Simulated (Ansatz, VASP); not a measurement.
**Two plane-wave programs on ScInS3**

```xyz
5
Lattice="4.5073 0.0000 0.0000 0.0000 4.5073 0.0000 0.0000 0.0000 6.3166" Properties=species:S:1:pos:R:3 pbc="T T T"
Sc    2.2537    2.2537    3.0177
In    0.0000    0.0000    0.4703
S     2.2537    0.0000    1.7505
S     0.0000    2.2537    1.7505
S     0.0000    0.0000    4.3834
```

Change from the starting cell: species swapped into the CeSiPt3 type (P4mm, No. 99).

Alike in both runs: functional PBE; k mesh 4 × 4 × 4; occupations gaussian, width 0.1 eV; no spin polarisation.

Ansatz relaxed the structure, and its values are those at the end. VASP's run is a single point on that final structure, the one shown.

```csv
,VASP,Ansatz
version,VASP 6.6.1,Ansatz 0.2.0
potentials or method,"VASP PAW PBE potentials, release 64 (Sc_sv, In_d, S), cutoff 520 eV","scalar-relativistic, plane waves, PAW"
valence electrons in the cell,42,42
```

VASP gave:

```
gap on the k mesh at the Fermi level (eV) : none
pressure (GPa)                            : 0.0
rms of the force components (eV/Å)        : 0.012
```

Problem. What did Ansatz give for the same quantities?

Solution. gap on the k mesh at the Fermi level (eV): none; pressure (GPa): 0.0; rms of the force components (eV/Å): 0.002.

A gap of «none» marks a metal or a gap that the smearing closes. With one functional, cell and mesh, what is left measures potentials, basis and numerics.
